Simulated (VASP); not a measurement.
Input of a VASP 6.6.1 run:

Contents of POSCAR:

```
As
1.0
    3.5749013640      0.0000000000      0.0000000000
   -1.7874506820      3.0959553972      0.0000000000
    0.0000000000      0.0000000000     26.4156438000
As
2
Direct
    0.3333333333      0.6666666667      0.3206195636
    0.6666666667      0.3333333333      0.3724478490
```

Contents of INCAR.step1:

```
  PREC = Accurate
  ENCUT = 520
  ISMEAR = -1
  SIGMA = 0.02
  LREAL = F
  LASPH = T
  NELM = 80
  LDIPOL = T
  IDIPOL = 3
  DIPOL = 0.5 0.5 0.347
  NBANDS = 12
  GGA = PE
  ALGO = Normal
  EDIFF = 1E-4
  LWAVE = T
  LCHARG = F
```

Contents of INCAR.step2:

```
  PREC = Accurate
  ENCUT = 520
  EDIFF = 1E-6
  ISMEAR = -1
  SIGMA = 0.02
  LREAL = F
  LASPH = T
  NELM = 80
  ALGO = Normal
  ISIF = 2
  LWAVE = F
  LCHARG = F
  LDIPOL = T
  IDIPOL = 3
  DIPOL = 0.5 0.5 0.347
  METAGGA = R2SCAN
  LMIXTAU = T
  NBANDS = 12
  ISTART = 1
```

Contents of KPOINTS:

```
regular mesh
0
Gamma
  12 12 1
```

Potentials or basis: VASP PAW PBE potentials, release 64 (As).

The run is started by

```sh
$ cat potpaw_PBE.64/As/POTCAR > POTCAR
$ cp INCAR.step1 INCAR
$ mpirun -np 1 vasp_std > vasp.out
$ cp INCAR.step2 INCAR
$ mpirun -np 1 vasp_std > vasp.out
```

(1) Predict the band gap on the k mesh.

(2) Predict the largest force.

## Answers

(1) 1.99 eV, indirect (least direct gap 2.43 eV).

(2) 0.063 eV/Å.

Caveat: the PAW data sets were made with another functional, which shifts forces and pressure a little.
